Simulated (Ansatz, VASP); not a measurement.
Two plane-wave programs on Pd

File INCAR:

```
  PREC = Accurate
  ENCUT = 600
  EDIFF = 1E-6
  ISMEAR = -1
  SIGMA = 0.05
  LREAL = False
  LASPH = True
  NELM = 80
  ALGO = Normal
  ISIF = 3
  LWAVE = False
  LCHARG = False
  GGA = PE
  IBRION = 2
  NSW = 60
  EDIFFG = -0.005
```

File KPOINTS:

```
Automatic mesh
0
Gamma
  18 18 18
```

POSCAR

```
Pd
1.0
   -1.5663547490      1.5663547490      1.5663547490
    1.5663547490     -1.5663547490      1.5663547490
    1.5663547490      1.5663547490     -1.5663547490
Pd
1
Direct
    0.0000000000      0.0000000000      0.0000000000
```

Input for Ansatz:

```yaml
crystal:
  lattice:
    - [-1.566354749, 1.566354749, 1.566354749]
    - [1.566354749, -1.566354749, 1.566354749]
    - [1.566354749, 1.566354749, -1.566354749]
  atoms:
    - { symbol: Pd, position: [0.0, 0.0, 0.0] }
kpoints:
  mp_grid: { grid: [18, 18, 18] }
scf:
  occupations: { method: fermi_dirac, width: 0.05 }
hamiltonian:
  xc: pbe
  pseudopotentials: { kind: paw }
output:
  forces: true
  stress: true
relax:
  f_tol: 0.005
  max_steps: 40
  cell: {}
```

Alike in both runs: task relaxation of cell and atoms; functional PBE; k mesh 18 × 18 × 18; occupations fermi-dirac, width 0.05 eV; no spin polarisation.

```csv
,VASP,Ansatz
version,VASP 6.6.1,Ansatz 0.2.0
potentials or method,"VASP PAW PBE potentials, release 64 (Pd)","PAW with Ansatz's default frozen-core files, scalar-relativistic"
plane-wave cutoff (eV),600,420
valence electrons in the cell,10,18
```

|  | VASP | Ansatz | Ansatz less VASP |
| --- | --- | --- | --- |
| relaxed volume (Å³/atom) | 15.41 | 15.44 | +0.035 |
| relaxed cell length with the largest relative difference (Å) | 2.715 | 2.717 | +0.0021 |

VASP's potentials hold 10 valence electrons a cell and Ansatz's 18, so a difference there can come from the potentials and not from the codes.
